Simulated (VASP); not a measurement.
# TaN (P3m1) in VASP: further runs

The runs below take TaN through single point, with r2SCAN.

Program: VASP 6.6.1. These are calculated values, not measurements. Logs are shortened: lines on timing, memory, paths and dates and some standing lists are left out, and cuts for length are marked.

**1. The cell of the first run**

The structure is trigonal, space group P3m1 (No. 156). Conventional cell: a = 2.938 Å, b = 2.938 Å, c = 2.883 Å, α = 90.00°, β = 90.00°, γ = 120.00°. Ta (site symmetry 3m) has 6 N at 2.15 to 2.30 Å and 8 Ta at 2.88 to 2.94 Å within 3.0 Å. Within 3.0 Å of N (site symmetry 3m) lie 6 Ta at 2.15 to 2.30 Å and 8 N at 2.88 to 2.94 Å.

**2. Single point, r2SCAN (all N atoms moved +0.113 Å, as atom 2 along Cartesian [0 0 1])**

POSCAR

```
TaN
1.0
    2.9379988584      0.0000000000      0.0000000000
   -1.4689994292      2.5443816477      0.0000000000
    0.0000000000      0.0000000000      2.8830000000
Ta N
1 1
Direct
    0.3333333333      0.6666666667      0.5000000000
    0.0000000000      0.0000000000      0.0390218522
```

INCAR.step1

```
SYSTEM = TaN
PREC = Accurate
ENCUT = 520
ISMEAR = 0
SIGMA = 0.15
LREAL = .False.
LASPH = .True.
NELM = 60
NBANDS = 15
GGA = PE
ALGO = Normal
EDIFF = 1E-4
LWAVE = .True.
LCHARG = .False.
```

INCAR.step2

```
SYSTEM = TaN
PREC = Accurate
ENCUT = 520
EDIFF = 1E-7
ISMEAR = 0
SIGMA = 0.15
LREAL = .False.
LASPH = .True.
NELM = 60
ALGO = Normal
ISIF = 2
LWAVE = .False.
LCHARG = .True.
METAGGA = R2SCAN
LMIXTAU = .True.
LELF = .True.
LVHAR = .True.
NBANDS = 15
ISTART = 1
```

KPOINTS

```
Automatic mesh
0
Gamma
  18 18 16
  0 0 0
```

Potentials or basis: VASP PAW PBE potentials, release 64 (Ta_pv, N).

The run is started by

```sh
$ cat potpaw_PBE.64/Ta_pv/POTCAR potpaw_PBE.64/N/POTCAR > POTCAR
$ cp INCAR.step1 INCAR
$ mpirun -np 1 vasp_std > vasp.out
$ cp INCAR.step2 INCAR
$ mpirun -np 1 vasp_std > vasp.out
```

OUTCAR:

```text
SYSTEM = TaN
   PREC = Accurate
   ENCUT = 520
   EDIFF = 1E-7
   ISMEAR = 0
   LREAL = .False.
   LASPH = .True.
   NELM = 60
   ISIF = 2
   METAGGA = R2SCAN
   ISTART = 1

 ion  position               nearest neighbor table
   1  0.333  0.667  0.500-   2 2.15   2 2.15   2 2.15   2 2.30   2 2.30   2 2.30
   2  0.000  0.000  0.039-   1 2.15   1 2.15   1 2.15   1 2.30   1 2.30   1 2.30

  LATTYP: Found a hexagonal cell.
 ALAT       =     2.9379988584
 C/A-ratio  =     0.9812801635

  Lattice vectors:

 A1 = (   2.9379988584,   0.0000000000,   0.0000000000)
 A2 = (  -1.4689994292,   2.5443816477,   0.0000000000)
 A3 = (   0.0000000000,   0.0000000000,   2.8830000000)

Analysis of symmetry for initial positions (statically):
=====================================================================
 Subroutine PRICEL returns:
 Original cell was already a primitive cell.

 Routine SETGRP: Setting up the symmetry group for a
 hexagonal supercell.

 Subroutine GETGRP returns: Found  6 space group operations
 (whereof  6 operations were pure point group operations)
 out of a pool of 24 trial point group operations.

The static configuration has the point symmetry C_3v.

Analysis of symmetry for dynamics (positions and initial velocities):
=====================================================================
 Subroutine PRICEL returns:
 Original cell was already a primitive cell.

 Routine SETGRP: Setting up the symmetry group for a
 hexagonal supercell.

 Subroutine GETGRP returns: Found  6 space group operations
 (whereof  6 operations were pure point group operations)
 out of a pool of 24 trial point group operations.

The dynamic configuration has the point symmetry C_3v.

 Subroutine INISYM returns: Found  6 space group operations
 (whereof  6 operations are pure point group operations),
 and found     1 'primitive' translations

----------------------------------------------------------------------------------------

                                     Primitive cell

  volume of cell :      21.5516

  direct lattice vectors                    reciprocal lattice vectors
     2.937998858  0.000000000  0.000000000     0.340367729  0.196511400  0.000000000
    -1.468999429  2.544381648  0.000000000     0.000000000  0.393022800  0.000000000
     0.000000000  0.000000000  2.883000000     0.000000000  0.000000000  0.346860909

  length of vectors
     2.937998858  2.937998858  2.883000000     0.393022800  0.393022800  0.346860909

  position of ions in fractional coordinates (direct lattice)
     0.333333333  0.666666667  0.500000000
     0.000000000  0.000000000  0.039021852

  ion indices of the primitive-cell ions
   primitive index   ion index
                 1           1
                 2           2

----------------------------------------------------------------------------------------

 KPOINTS: Automatic mesh

Automatic generation of k-mesh.
 Grid dimensions read from file:
 generate k-points for:   18   18   16

 Generating k-lattice:

  Cartesian coordinates                     Fractional coordinates (reciprocal lattice)
     0.018909318  0.010917300  0.000000000     0.055555556 -0.000000000  0.000000000
     0.000000000  0.021834600  0.000000000     0.000000000  0.055555556  0.000000000
     0.000000000  0.000000000  0.021678807     0.000000000  0.000000000  0.062500000

  Length of vectors
     0.021834600  0.021834600  0.021678807

  Shift w.r.t. Gamma in fractional coordinates (k-lattice)
     0.000000000  0.000000000  0.000000000

 Subroutine IBZKPT returns following result:
 ===========================================

 Found    522 irreducible k-points:

 Following reciprocal coordinates:
            Coordinates               Weight
  0.000000  0.000000  0.000000      1.000000
  0.055556  0.000000  0.000000      6.000000
  0.111111  0.000000  0.000000      6.000000
  0.166667  0.000000  0.000000      6.000000
  0.222222 -0.000000  0.000000      6.000000
  0.277778 -0.000000  0.000000      6.000000
[... 16 lines left out ...]
  0.333333  0.111111  0.000000     12.000000
  0.388889  0.111111  0.000000     12.000000
 [... further k-points ...]
   k-points           NKPTS =    522   k-points in BZ     NKDIM =    522   number of bands    NBANDS=     15
   number of dos      NEDOS =    301   number of ions     NIONS =      2
   total plane-waves  NPLWV =  13824
   dimension x,y,z NGX =    24 NGY =   24 NGZ =   24
   dimension x,y,z NGXF=    48 NGYF=   48 NGZF=   48
   ions per type =               1   1
   NGX,Y,Z   is equivalent  to a cutoff of  13.58, 13.58, 13.84 a.u.
   NGXF,Y,Z  is equivalent  to a cutoff of  27.16, 27.16, 27.68 a.u.
 SYSTEM =  TaN
   PREC   = accura    normal or accurate (medium, high low for compatibility)
   ISTART =      1    job   : 0-new  1-cont  2-samecut
   ICHARG =      0    charge: 1-file 2-atom 10-const
   ISPIN  =      1    spin polarized calculation?
   LNONCOLLINEAR =      F non collinear calculations
   LSORBIT =      F    spin-orbit coupling
   LASPH  =      T    aspherical Exc in radial PAW
   ENCUT  =  520.0 eV  38.22 Ry    6.18 a.u.   5.46  5.46  5.36*2*pi/ulx,y,z
   NELM   =     60;   NELMIN=  2; NELMDL=  0     # of ELM steps
   EDIFF  = 0.1E-06   stopping-criterion for ELM
   LREAL  =      F    real-space projection
   EDIFFG = 0.1E-05   stopping-criterion for IOM
   NSW    =      0    number of steps for IOM
   IBRION =     -1    ionic relax: 0-MD 1-quasi-New 2-CG
   NFREE  =      0    steps in history (QN), initial steepest desc. (CG)
   ISIF   =      2    stress and relaxation
   ISYM   =      2    0-nonsym 1-usesym 2-fastsym
   POTIM  = 0.5000    time-step for ionic-motion
   TEBEG  =    0.0;   TEEND  =   0.0 temperature during run
   PSTRESS=    0.0 pullay stress
   NELECT =      16.0000    total number of electrons
   NUPDOWN=      -1.0000    fix difference up-down
   EMIN   =  10.00;   EMAX   =-10.00  energy-range for DOS
   EFERMI =   0.00;   METHOD = LEGACY
   ISMEAR =     0;   SIGMA  =   0.15  broadening in eV -4-tet -1-fermi 0-gaus
   EFERMI_NEDOS =   21; number of points for ismear=-14 and -15
   IALGO  =     38    algorithm
   IMIX   =      4    mixing-type and parameters
     AMIX     =   0.40;   BMIX     =  1.00
     AMIX_MAG =   1.60;   BMIX_MAG =  1.00
  volume/ion in A,a.u.               =      10.78        72.72
  Fermi-wavevector in a.u.,A,eV,Ry     =   1.482366  2.801265 29.897546  2.197408
  Thomas-Fermi vector in A             =   2.596161
   LORBIT       =      0    0 simple, 1 ext, 2 COOP (PROOUT), +10 PAW based schemes
   METAGGA = R2SCAN    functional components
   LHFCALC =     F    Hartree Fock is set to
   AEXX    =    0.0000 exact exchange contribution
   IVDW    =     0    specifies the selected vdW correction
   LEPSILON=     F    determine dielectric tensor
   LRPA    =     F    only Hartree local field effects (RPA)
 non-spin polarized calculation
 Gauss-broadening in eV      SIGMA  =   0.15
  energy-cutoff  :      520.00
  volume of cell :       21.55
 maximum number of plane-waves:       605
 NGX is ok and might be reduce to    24
   NGX = 11   NGY = 11   NGZ = 11

 number of electron      16.0000001 magnetization

 Free energy of the ion-electron system (eV)
  ---------------------------------------------------
  ext. energy  EPLUGINS =         0.00000000
  ---------------------------------------------------
  free energy    TOTEN  =       -60.30360990 eV

  energy without entropy =      -60.30304600  energy(sigma->0) =      -60.30332795

 E-fermi :   8.2656     XC(G=0): -14.3386

 val. band max:        8.2525470517   @ k =   0.0000   0.0000   0.4375
 cond. band min:       8.3150219743   @ k =   0.0556   0.0000   0.5000
 fundamental gap:      0.0624749226
 Fermi energy:         8.2656032771

 k-point     1 :       0.0000    0.0000    0.0000
  band No.  band energies     occupation
      1     -27.9028      2.00000
      2     -27.6426      2.00000
      3     -27.6426      2.00000
      4     -10.5879      2.00000
      5       3.2982      2.00000
      6       3.2982      2.00000
      7       3.3622      2.00000
      8       5.5949      2.00000
      9      10.7008      0.00000
     10      11.7929      0.00000
     11      11.7929      0.00000
     12      12.7565      0.00000
     13      12.7565      0.00000
     14      18.8825      0.00000
     15      21.9419      0.00000

 k-point     2 :       0.0556    0.0000    0.0000
  band No.  band energies     occupation
      1     -27.8985      2.00000
      2     -27.6779      2.00000
      3     -27.6501      2.00000
      4     -10.5230      2.00000
      5       3.0457      2.00000
      6       3.3484      2.00000
      7       3.4854      2.00000
      8       5.5273      2.00000
      9      10.9373      0.00000
     10      11.6764      0.00000
     11      11.7866      0.00000
     12      12.7391      0.00000
     13      12.8241      0.00000
     14      18.8825      0.00000
     15      21.9653      0.00000

 k-point     3 :       0.1111    0.0000    0.0000
  band No.  band energies     occupation
      1     -27.8867      2.00000
      2     -27.7778      2.00000
      3     -27.6715      2.00000
      4     -10.3357      2.00000
      5       2.5423      2.00000
      6       3.4914      2.00000
      7       3.6591      2.00000
      8       5.3496      2.00000
      9      11.2918      0.00000
     10      11.6124      0.00000
     11      11.7745      0.00000
     12      12.6942      0.00000
     13      13.0357      0.00000
     14      18.8826      0.00000
     15      22.0117      0.00000
[... 343 lines left out ...]
 k-point    23 :       0.3333    0.1111    0.0000
  band No.  band energies     occupation
      1     -28.5807      2.00000
      2     -27.9320      2.00000
      3     -27.7653      2.00000
      4      -8.5235      2.00000
      5      -0.0095      2.00000
      6       2.9910      2.00000
      7       3.8588      2.00000
      8       5.7116      2.00000
      9      10.4675      0.00000
     10      11.0847      0.00000
     11      13.1850      0.00000
     12      14.4701      0.00000
     13      16.6007      0.00000
     14      18.8812      0.00000
     15      22.1755      0.00000

 k-point    24 :       0.3889    0.1111    0.0000
  band No.  band energies     occupation
      1     -28.6559      2.00000
      2     -27.9589      2.00000
      3     -27.7530      2.00000
      4      -8.3246      2.00000
      5      -0.1777      2.00000
      6       2.8350      2.00000
      7       3.7563      2.00000
      8       5.7600      2.00000
      9      10.7089      0.00000
     10      11.3845      0.00000
     11      12.8558      0.00000
     12      14.5871      0.00000
     13      17.4995      0.00000
     14      18.8788      0.00000
     15      21.1976      0.00000

 [... further k-points ...]

------------------------ aborting loop because EDIFF is reached ----------------------------------------

  FORCE on cell =-STRESS in cart. coord.  units (eV):
  Direction    XX          YY          ZZ          XY          YZ          ZX
  --------------------------------------------------------------------------------------
  -------------------------------------------------------------------------------------
  Total        0.4648969      0.4648969      0.7311019      0.0000000      0.0000000      0.0000000
  in kB       34.5611921     34.5611921     54.3513074      0.0000000      0.0000000      0.0000000
  external PRESSURE =      41.1578972 kB  Pullay stress =       0.0000000 kB

 VOLUME and BASIS-vectors are now :
 -----------------------------------------------------------------------------
  energy-cutoff  :      520.00
  volume of cell :       21.55
      direct lattice vectors                 reciprocal lattice vectors
     2.937998858  0.000000000  0.000000000     0.340367729  0.196511400  0.000000000
    -1.468999429  2.544381648  0.000000000     0.000000000  0.393022800  0.000000000
     0.000000000  0.000000000  2.883000000     0.000000000  0.000000000  0.346860909

 POSITION                                       TOTAL-FORCE (eV/Angst)
 -----------------------------------------------------------------------------------
     -0.00000      1.69625      1.44150         0.000000     -0.000000      1.668252
      0.00000      0.00000      0.11250        -0.000000      0.000000     -1.668252
 -----------------------------------------------------------------------------------
    total drift:                                0.000000     -0.000000     -0.000671

  FREE ENERGIE OF THE ION-ELECTRON SYSTEM (eV)
  ---------------------------------------------------
  free  energy   TOTEN  =       -60.3036098982 eV

  energy  without entropy=      -60.3030460024  energy(sigma->0) =      -60.30332795
```

It took 5.3 min on 1 thread of Intel Xeon Platinum 8375C at 2.90GHz (Ice Lake), shared host; peak memory 0.29 GiB.

Results:

| Item | Value |
| --- | --- |
| Free energy | -60.3036 eV |
| Pressure | 4.1 GPa |
| Largest force | 1.668 eV/Å |
| Band gap on the k mesh | zero (bands 8 and 9 overlap by 0.47 eV) |

Forces in eV/Å, atoms in the order of the input:
```
Ta   0.000  0.000  1.668
N    0.000  0.000 -1.668
```

Stress tensor (GPa, compression positive):
```
3.46 0.00 0.00
0.00 3.46 0.00
0.00 0.00 5.44
```

Caveat: the cell differs from its parent crystal (all N atoms moved +0.113 Å, as atom 2 along Cartesian [0 0 1]); the cell stands under pressure; the PAW data sets were made with another functional, which shifts forces and pressure a little; spin-orbit coupling is left out, which moves the levels of the heavy elements.

**3. Single point, r2SCAN (all N atoms moved +0.037 Å, as atom 2 along Cartesian [0 0 1])**

POSCAR, as its differences from that of step 2:

```diff
@@ -9,2 +9,2 @@
     0.3333333333      0.6666666667      0.5000000000
-    0.0000000000      0.0000000000      0.0390218522
+    0.0000000000      0.0000000000      0.0130072841
```

INCAR.step1

```
  ALGO = Normal
  EDIFF = 1E-4
  ENCUT = 520
  GGA = PE
  ISMEAR = 0
  LASPH = True
  LCHARG = False
  LREAL = False
  LWAVE = True
  NBANDS = 15
  NELM = 80
  PREC = Accurate
  SIGMA = 0.15
```

INCAR.step2

```
  ALGO = Normal
  EDIFF = 1E-6
  ENCUT = 520
  ISIF = 2
  ISMEAR = 0
  ISTART = 1
  LASPH = True
  LCHARG = True
  LELF = True
  LMIXTAU = True
  LREAL = False
  LVHAR = True
  LWAVE = False
  METAGGA = R2SCAN
  NBANDS = 15
  NELM = 80
  PREC = Accurate
  SIGMA = 0.15
```

KPOINTS

```
k-points
0
Gamma
  18 18 16
```

Potentials or basis: VASP PAW PBE potentials, release 64 (Ta_pv, N).

The run is started by

```sh
$ cat potpaw_PBE.64/Ta_pv/POTCAR potpaw_PBE.64/N/POTCAR > POTCAR
$ cp INCAR.step1 INCAR
$ mpirun -np 1 vasp_std > vasp.out
$ cp INCAR.step2 INCAR
$ mpirun -np 1 vasp_std > vasp.out
```

Wall time 5.3 min (1 thread of Intel Xeon Platinum 8375C at 2.90GHz (Ice Lake), shared host); peak memory 0.29 GiB.

The run converged. Its results:

```yaml
Free_energy: -60.3857 eV
Pressure: 1.7 GPa
Largest_force: 0.539 eV/Å
Band_gap_on_the_k_mesh: zero (bands 8 and 9 overlap by 0.48 eV)
```

Forces in eV/Å, atoms in the order of the input:
```
Ta   0.000  0.000  0.539
N    0.000  0.000 -0.539
```

Stress tensor (GPa, compression positive):
```
1.31 0.00 0.00
0.00 1.31 0.00
0.00 0.00 2.44
```

Levels at points of the mesh, in eV from the Fermi level:
| k point | band 6 | band 7 | band 8 | band 9 | band 10 | band 11 |
| --- | --- | --- | --- | --- | --- | --- |
| (0.00, 0.00, 0.00) | -4.83 | -4.45 | -3.06 | 2.50 | 3.74 | 3.74 |
| (0.50, 0.00, 0.00) | -5.44 | -3.59 | -3.41 | 3.24 | 4.15 | 5.46 |
| (0.00, 0.00, 0.50) | -3.98 | -3.98 | -0.06 | -0.06 | 2.41 | 3.64 |
| (0.50, 0.00, 0.50) | -6.44 | -5.94 | -0.50 | 4.48 | 5.49 | 6.12 |

Caveat: the cell differs from its parent crystal (all N atoms moved +0.037 Å, as atom 2 along Cartesian [0 0 1]); the PAW data sets were made with another functional, which shifts forces and pressure a little; spin-orbit coupling is left out, which moves the levels of the heavy elements.
